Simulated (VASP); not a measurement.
# ZnO: single point with PBE

ZnO:

```
Zn O
1.0
     3.02519    0.00000    0.00000
    -1.51259    2.61989    0.00000
     0.00000    0.00000    5.19210
Zn O
2 2
Direct
  0.00000 0.00000 0.00000
  0.00000 0.00000 0.50000
  0.33333 0.66667 0.25000
  0.66667 0.33333 0.75000
```

```yaml
Program: VASP 6.6.1
Task: single point
Functional: PBE
Potentials_or_basis: VASP PAW PBE potentials, release 64 (Zn, O)
Cutoff: 520 eV
k_mesh: 9 × 9 × 4
Occupations: gaussian, width 0.01 eV
Spin: no spin polarisation
Dipole_correction: no
Further_INCAR_settings: ALGO = Normal; EDIFF = 1e-06; NBANDS = 26
```

| Quantity | Value |
| --- | --- |
| Pressure | 0.9 GPa |
| Band gap on the k mesh | 0.52 eV, direct |

Stress tensor (GPa, compression positive):
```
0.85 0.00 0.00
0.00 0.85 0.00
0.00 0.00 0.97
```

Levels at points of the mesh, in eV from the valence-band top:
| k point | band 14 | band 15 | band 16 | band 17 | band 18 | band 19 | band 20 | band 21 | band 22 | band 23 |
| --- | --- | --- | --- | --- | --- | --- | --- | --- | --- | --- |
| (0.00, 0.00, 0.00) | -1.46 | -1.10 | -1.10 | 0.00 | 0.00 | 0.52 | 5.49 | 8.33 | 13.72 | 13.72 |
| (0.00, 0.00, 0.50) | -3.65 | -0.48 | -0.48 | -0.48 | -0.48 | 3.60 | 3.60 | 10.84 | 10.84 | 14.73 |

Run time: 21 s on 1 thread of AMD EPYC 9R45 96-Core Processor (Zen 5), on a shared host, peak memory 0.14 GiB.

PBE gaps usually lie below the measured ones, often by a third to a half.
